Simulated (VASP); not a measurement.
# ZrO2 (Cubic zirconia) (Fm-3m) in VASP: notebook, part 3 of 3

VASP 6.6.1. The steps go on from the part before.

### 6 Single point, PBE

This run uses another cell than the first one, of 11.51 Å³/atom, 1.128 times its volume.

INCAR

```
SYSTEM = ZrO2
PREC = Accurate ; ENCUT = 600
EDIFF = 1E-6 ; ISMEAR = 0
SIGMA = 0.01 ; LREAL = .False.
LASPH = .True. ; NELM = 120
ALGO = Normal ; ISIF = 2
LWAVE = .False. ; LCHARG = .True.
GGA = PE ; LELF = .True.
LVHAR = .True. ; NBANDS = 19
GGA_COMPAT = .False.
```

KPOINTS

```
regular mesh
0
Gamma
  6 6 6
  0 0 0
```

POSCAR

```
ZrO2
1.0
    0.0000000000      2.5847185048      2.5847185048
    2.5847185048      0.0000000000      2.5847185048
    2.5847185048      2.5847185048      0.0000000000
Zr O
1 2
Direct
    0.0000000000      0.0000000000      0.0000000000
    0.2500000000      0.2500000000      0.2500000000
    0.7500000000      0.7500000000      0.7500000000
```

Potentials or basis: VASP PAW PBE potentials, release 64 (Zr_sv, O).

Command:

```console
cat potpaw_PBE.64/Zr_sv/POTCAR potpaw_PBE.64/O/POTCAR > POTCAR
mpirun -np 1 vasp_std > vasp.out
```

OUTCAR:

```text
SYSTEM = ZrO2
   PREC = Accurate
   ENCUT = 600
   EDIFF = 1E-6
   ISMEAR = 0
   LREAL = .False.
   LASPH = .True.
   NELM = 120
   ISIF = 2
   GGA = PE

 ion  position               nearest neighbor table
   1  0.000  0.000  0.000-   2 2.24   3 2.24   3 2.24   3 2.24   3 2.24   2 2.24   2 2.24   2 2.24

   2  0.250  0.250  0.250-   1 2.24   1 2.24   1 2.24   1 2.24
   3  0.750  0.750  0.750-   1 2.24   1 2.24   1 2.24   1 2.24

  LATTYP: Found a face centered cubic cell.
 ALAT       =     5.1694370096

  Lattice vectors:

 A1 = (   0.0000000000,   2.5847185048,   2.5847185048)
 A2 = (   2.5847185048,   0.0000000000,   2.5847185048)
 A3 = (   2.5847185048,   2.5847185048,   0.0000000000)

Analysis of symmetry for initial positions (statically):
=====================================================================
 Subroutine PRICEL returns:
 Original cell was already a primitive cell.

 Routine SETGRP: Setting up the symmetry group for a
 face centered cubic supercell.

 Subroutine GETGRP returns: Found 48 space group operations
 (whereof 48 operations were pure point group operations)
 out of a pool of 48 trial point group operations.

The static configuration has the point symmetry O_h .

Analysis of symmetry for dynamics (positions and initial velocities):
=====================================================================
 Subroutine PRICEL returns:
 Original cell was already a primitive cell.

 Routine SETGRP: Setting up the symmetry group for a
 face centered cubic supercell.

 Subroutine GETGRP returns: Found 48 space group operations
 (whereof 48 operations were pure point group operations)
 out of a pool of 48 trial point group operations.

The dynamic configuration has the point symmetry O_h .

 Subroutine INISYM returns: Found 48 space group operations
 (whereof 48 operations are pure point group operations),
 and found     1 'primitive' translations

----------------------------------------------------------------------------------------

                                     Primitive cell

  volume of cell :      34.5358

  direct lattice vectors                    reciprocal lattice vectors
     0.000000000  2.584718505  2.584718505    -0.193444663  0.193444663  0.193444663
     2.584718505  0.000000000  2.584718505     0.193444663 -0.193444663  0.193444663
     2.584718505  2.584718505  0.000000000     0.193444663  0.193444663 -0.193444663

  length of vectors
     3.655343964  3.655343964  3.655343964     0.335055985  0.335055985  0.335055985

  position of ions in fractional coordinates (direct lattice)
     0.000000000  0.000000000  0.000000000
     0.250000000  0.250000000  0.250000000
     0.750000000  0.750000000  0.750000000

  ion indices of the primitive-cell ions
   primitive index   ion index
                 1           1
                 2           2
                 3           3

----------------------------------------------------------------------------------------

 KPOINTS: regular mesh

Automatic generation of k-mesh.
 Grid dimensions read from file:
 generate k-points for:    6    6    6

 Generating k-lattice:

  Cartesian coordinates                     Fractional coordinates (reciprocal lattice)
    -0.032240777  0.032240777  0.032240777     0.166666667  0.000000000  0.000000000
     0.032240777 -0.032240777  0.032240777     0.000000000  0.166666667  0.000000000
     0.032240777  0.032240777 -0.032240777     0.000000000  0.000000000  0.166666667

  Length of vectors
     0.055842664  0.055842664  0.055842664

  Shift w.r.t. Gamma in fractional coordinates (k-lattice)
     0.000000000  0.000000000  0.000000000

 Subroutine IBZKPT returns following result:
 ===========================================

 Found     16 irreducible k-points:

 Following reciprocal coordinates:
            Coordinates               Weight
  0.000000  0.000000  0.000000      1.000000
  0.166667  0.000000  0.000000      8.000000
  0.333333  0.000000  0.000000      8.000000
  0.500000  0.000000  0.000000      4.000000
  0.166667  0.166667  0.000000      6.000000
  0.333333  0.166667  0.000000     24.000000
[... 8 lines left out ...]
 -0.333333  0.333333  0.166667     24.000000
 -0.333333  0.500000  0.166667     12.000000
   k-points           NKPTS =     16   k-points in BZ     NKDIM =     16   number of bands    NBANDS=     19
   number of dos      NEDOS =    301   number of ions     NIONS =      3
   total plane-waves  NPLWV =  27000
   dimension x,y,z NGX =    30 NGY =   30 NGZ =   30
   dimension x,y,z NGXF=    60 NGYF=   60 NGZF=   60
   ions per type =               1   2
   NGX,Y,Z   is equivalent  to a cutoff of  13.64, 13.64, 13.64 a.u.
   NGXF,Y,Z  is equivalent  to a cutoff of  27.29, 27.29, 27.29 a.u.
 SYSTEM =  ZrO2
   PREC   = accura    normal or accurate (medium, high low for compatibility)
   ISTART =      0    job   : 0-new  1-cont  2-samecut
   ICHARG =      2    charge: 1-file 2-atom 10-const
   ISPIN  =      1    spin polarized calculation?
   LNONCOLLINEAR =      F non collinear calculations
   LSORBIT =      F    spin-orbit coupling
   LASPH  =      T    aspherical Exc in radial PAW
   ENCUT  =  600.0 eV  44.10 Ry    6.64 a.u.   7.30  7.30  7.30*2*pi/ulx,y,z
   NELM   =    120;   NELMIN=  2; NELMDL= -5     # of ELM steps
   EDIFF  = 0.1E-05   stopping-criterion for ELM
   LREAL  =      F    real-space projection
   EDIFFG = 0.1E-04   stopping-criterion for IOM
   NSW    =      0    number of steps for IOM
   IBRION =     -1    ionic relax: 0-MD 1-quasi-New 2-CG
   NFREE  =      0    steps in history (QN), initial steepest desc. (CG)
   ISIF   =      2    stress and relaxation
   ISYM   =      2    0-nonsym 1-usesym 2-fastsym
   POTIM  = 0.5000    time-step for ionic-motion
   TEBEG  =    0.0;   TEEND  =   0.0 temperature during run
   PSTRESS=    0.0 pullay stress
   NELECT =      24.0000    total number of electrons
   NUPDOWN=      -1.0000    fix difference up-down
   EMIN   =  10.00;   EMAX   =-10.00  energy-range for DOS
   EFERMI =   0.00;   METHOD = LEGACY
   ISMEAR =     0;   SIGMA  =   0.01  broadening in eV -4-tet -1-fermi 0-gaus
   EFERMI_NEDOS =   21; number of points for ismear=-14 and -15
   IALGO  =     38    algorithm
   IMIX   =      4    mixing-type and parameters
     AMIX     =   0.40;   BMIX     =  1.00
     AMIX_MAG =   1.60;   BMIX_MAG =  1.00
  volume/ion in A,a.u.               =      11.51        77.69
  Fermi-wavevector in a.u.,A,eV,Ry     =   1.450069  2.740233 28.608971  2.102700
  Thomas-Fermi vector in A             =   2.567723
   LORBIT       =      0    0 simple, 1 ext, 2 COOP (PROOUT), +10 PAW based schemes
   GGA     = PE    functional components
   LHFCALC =     F    Hartree Fock is set to
   AEXX    =    0.0000 exact exchange contribution
   IVDW    =     0    specifies the selected vdW correction
   LEPSILON=     F    determine dielectric tensor
   LRPA    =     F    only Hartree local field effects (RPA)
 non-spin polarized calculation
 Gauss-broadening in eV      SIGMA  =   0.01
  energy-cutoff  :      600.00
  volume of cell :       34.54
 maximum number of plane-waves:      1167
 NGX is ok and might be reduce to    30
   NGX = 15   NGY = 15   NGZ = 15

 number of electron      23.9999996 magnetization

 Free energy of the ion-electron system (eV)
  ---------------------------------------------------
  ext. energy  EPLUGINS =         0.00000000
  ---------------------------------------------------
  free energy    TOTEN  =       -28.55324319 eV

  energy without entropy =      -28.55324319  energy(sigma->0) =      -28.55324319

 E-fermi :   6.8636     XC(G=0): -11.5346

 val. band max:        6.7054792644   @ k =   0.5000   0.5000   0.0000
 cond. band min:       9.9293650447   @ k =   0.0000   0.0000   0.0000
 fundamental gap:      3.2238857803
 Fermi energy:         6.8635816139

 k-point     1 :       0.0000    0.0000    0.0000
  band No.  band energies     occupation
      1     -41.6039      2.00000
      2     -19.4170      2.00000
      3     -19.4170      2.00000
      4     -19.4170      2.00000
      5     -11.2691      2.00000
      6      -8.8823      2.00000
[... 11 lines left out ...]
     18      15.5218      0.00000
     19      20.7207      0.00000
[... 309 lines left out ...]
 k-point    16 :      -0.3333    0.5000    0.1667
  band No.  band energies     occupation
      1     -41.5556      2.00000
      2     -19.9043      2.00000
      3     -19.6781      2.00000
      4     -19.5611      2.00000
      5      -9.8273      2.00000
      6      -9.5402      2.00000
[... 11 lines left out ...]
     18      18.9633      0.00000
     19      20.9566      0.00000

------------------------ aborting loop because EDIFF is reached ----------------------------------------

  FORCE on cell =-STRESS in cart. coord.  units (eV):
  Direction    XX          YY          ZZ          XY          YZ          ZX
  --------------------------------------------------------------------------------------
  -------------------------------------------------------------------------------------
  Total       -1.4797079     -1.4797079     -1.4797079      0.0000000      0.0000000     -0.0000000
  in kB      -68.6462522    -68.6462522    -68.6462522      0.0000000      0.0000000     -0.0000000
  external PRESSURE =     -68.6462522 kB  Pullay stress =       0.0000000 kB

 VOLUME and BASIS-vectors are now :
 -----------------------------------------------------------------------------
  energy-cutoff  :      600.00
  volume of cell :       34.54
      direct lattice vectors                 reciprocal lattice vectors
     0.000000000  2.584718505  2.584718505    -0.193444663  0.193444663  0.193444663
     2.584718505  0.000000000  2.584718505     0.193444663 -0.193444663  0.193444663
     2.584718505  2.584718505  0.000000000     0.193444663  0.193444663 -0.193444663

 POSITION                                       TOTAL-FORCE (eV/Angst)
 -----------------------------------------------------------------------------------
      0.00000      0.00000      0.00000         0.000000     -0.000000      0.000000
      1.29236      1.29236      1.29236         0.000000      0.000000      0.000000
      3.87708      3.87708      3.87708        -0.000000     -0.000000     -0.000000
 -----------------------------------------------------------------------------------
    total drift:                                0.000000     -0.000000      0.000000

  FREE ENERGIE OF THE ION-ELECTRON SYSTEM (eV)
  ---------------------------------------------------
  free  energy   TOTEN  =       -28.5532431894 eV

  energy  without entropy=      -28.5532431894  energy(sigma->0) =      -28.55324319
```

OSZICAR:

```text
N       E                     dE             d eps       ncg     rms          rms(c)
DAV:   1     0.195378045193E+03    0.19538E+03   -0.15372E+04   608   0.143E+03
DAV:   2    -0.249298372986E+02   -0.22031E+03   -0.21393E+03   769   0.362E+02
DAV:   3    -0.346527952085E+02   -0.97230E+01   -0.96723E+01   784   0.718E+01
DAV:   4    -0.350124837424E+02   -0.35969E+00   -0.35824E+00   895   0.997E+00
DAV:   5    -0.350162911190E+02   -0.38074E-02   -0.38072E-02   717   0.115E+00    0.222E+01
DAV:   6    -0.286905479897E+02    0.63257E+01   -0.24217E+01   643   0.392E+01    0.763E+00
DAV:   7    -0.285930270982E+02    0.97521E-01   -0.10765E+00   748   0.800E+00    0.607E+00
DAV:   8    -0.285695798112E+02    0.23447E-01   -0.38570E-01   650   0.575E+00    0.251E+00
DAV:   9    -0.285518121741E+02    0.17768E-01   -0.49900E-02   653   0.207E+00    0.357E-01
DAV:  10    -0.285534025316E+02   -0.15904E-02   -0.62721E-03   715   0.722E-01    0.303E-01
DAV:  11    -0.285532082170E+02    0.19431E-03   -0.71500E-04   664   0.263E-01    0.483E-02
DAV:  12    -0.285532461131E+02   -0.37896E-04   -0.10474E-04   691   0.796E-02    0.317E-02
DAV:  13    -0.285532423978E+02    0.37153E-05   -0.14792E-05   826   0.287E-02    0.654E-03
DAV:  14    -0.285532438030E+02   -0.14051E-05   -0.42209E-06   671   0.195E-02    0.116E-02
DAV:  15    -0.285532431894E+02    0.61353E-06   -0.13940E-06   516   0.110E-02
   1 F= -.28553243E+02 E0= -.28553243E+02  d E =-.216926-112
```

It took 25 s on 1 thread of Intel Xeon Platinum 8375C at 2.90GHz (Ice Lake), shared host; peak memory 0.17 GiB.

Results:

| Property | Result |
| --- | --- |
| Free energy | -28.5532 eV |
| Pressure | -6.9 GPa |
| Band gap on the k mesh | 3.22 eV, indirect (least direct gap 3.63 eV) |

Levels at points of the mesh, in eV from the valence-band top:
```tsv
k point	band 10	band 11	band 12	band 13	band 14	band 15
(0.00, 0.00, 0.00)	-0.51	-0.51	-0.51	3.22	3.22	6.24
(0.50, 0.00, 0.00)	-2.43	-1.60	-1.60	3.81	3.81	5.67
(0.50, 0.50, 0.00)	-1.44	-1.44	0.00	3.63	4.49	5.42
```

A k mesh can miss the band edges.

### 7 Summary

| cell | gap on the mesh (eV) | pressure (GPa) |
| --- | --- | --- |
| a = 3.512 Å, angles 60.0°, 3 atoms | 3.55 | 25.5 |
| a = 3.561 Å, angles 60.0°, 3 atoms | 3.44 | 12.4 |
| a = 3.585 Å, angles 60.0°, 3 atoms | 3.39 | 6.9 |
| a = 3.609 Å, angles 60.0°, 3 atoms | 3.33 | 1.8 |
| a = 3.655 Å, angles 60.0°, 3 atoms | 3.22 | -6.9 |

Alike in all rows: task single point; level PBE; potentials or basis VASP PAW PBE potentials, release 64 (Zr_sv, O); no spin polarisation; k mesh 6 × 6 × 6; cutoff (eV) 600; smearing gaussian 0.01 eV.

Total energies depend on the potentials used, so only differences within one code and one set of settings carry meaning.
